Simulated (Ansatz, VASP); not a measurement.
## One calculation of CoSi2, two programs

Contents of POSCAR:

```
CoSi2
1.0
    0.0000000000      2.6573711548      2.6573711548
    2.6573711548      0.0000000000      2.6573711548
    2.6573711548      2.6573711548      0.0000000000
Co Si
1 2
Direct
    0.0000000000      0.0000000000      0.0000000000
    0.2500000000      0.2500000000      0.2500000000
    0.7500000000      0.7500000000      0.7500000000
```

INCAR.step1

```
SYSTEM = CoSi2
  PREC = Accurate
  ENCUT = 520
  ISMEAR = 0
  SIGMA = 0.05
  LREAL = .FALSE.
  LASPH = .TRUE.
  NELM = 150
  ISPIN = 2
  MAGMOM = 0.05 0 0
  LMAXMIX = 4
  NBANDS = 20
  GGA = PE
  ALGO = Normal
  EDIFF = 1E-4
  LWAVE = .TRUE.
  LCHARG = .FALSE.
```

The input INCAR.step2:

```
SYSTEM = CoSi2
  PREC = Accurate
  ENCUT = 520
  EDIFF = 1E-7
  ISMEAR = 0
  SIGMA = 0.05
  LREAL = .FALSE.
  LASPH = .TRUE.
  NELM = 150
  ALGO = Normal
  ISIF = 2
  LWAVE = .FALSE.
  LCHARG = .FALSE.
  ISPIN = 2
  MAGMOM = 0.05 0 0
  LORBIT = 11
  LMAXMIX = 4
  METAGGA = R2SCAN
  LMIXTAU = .TRUE.
  NBANDS = 20
  ISTART = 1
```

The input KPOINTS:

```
Automatic mesh
0
G
  12 12 12
  0 0 0
```

Input for Ansatz:

```yaml
crystal:
  lattice:
    - [0.0, 2.6573711548, 2.6573711548]
    - [2.6573711548, 0.0, 2.6573711548]
    - [2.6573711548, 2.6573711548, 0.0]
  atoms:
    - { symbol: Co, position: [0.0, 0.0, 0.0], spin: 0.05 }
    - { symbol: Si, position: [0.25, 0.25, 0.25] }
    - { symbol: Si, position: [0.75, 0.75, 0.75] }
basis:
  ecutwfc: 500
  ecutrho_ratio: 4
kpoints:
  mp_grid: { grid: [12, 12, 12] }
hamiltonian:
  xc: r2scan
scf:
  occupations: { method: gaussian, width: 0.05 }
output:
  forces: true
  stress: true
  eigenvalues: true
  populations: true
magnetization:
  spin_polarized: true
```

Alike in both runs: task single point; functional r2SCAN; k mesh 12 × 12 × 12; occupations gaussian, width 0.05 eV; collinear spin.

|  | VASP | Ansatz |
| --- | --- | --- |
| version | VASP 6.6.1 | Ansatz 0.2.0 |
| potentials or method | VASP PAW PBE potentials, release 64 (Co, Si), cutoff 520 eV | scalar-relativistic, plane waves, PAW |
| valence electrons in the cell | 17 | 25 |

|  | VASP | Ansatz | Ansatz less VASP |
| --- | --- | --- | --- |
| gap on the k mesh at the Fermi level (eV) | none | none | - |
| pressure (GPa) | -0.1 | 0.0 | +0.08 |
| net moment per atom (μB) | 0.00 | 0.00 | 0.000 |

VASP's potentials were made for PBE, not for r2SCAN. A gap of «none» marks a metal or a gap that the smearing closes. With one functional, cell and mesh, what is left measures potentials, basis and numerics. VASP's potentials hold 17 valence electrons a cell and Ansatz's 25, so a difference there can come from the potentials and not from the codes. Ansatz's warnings: seeded moment not kept, stability check not made.
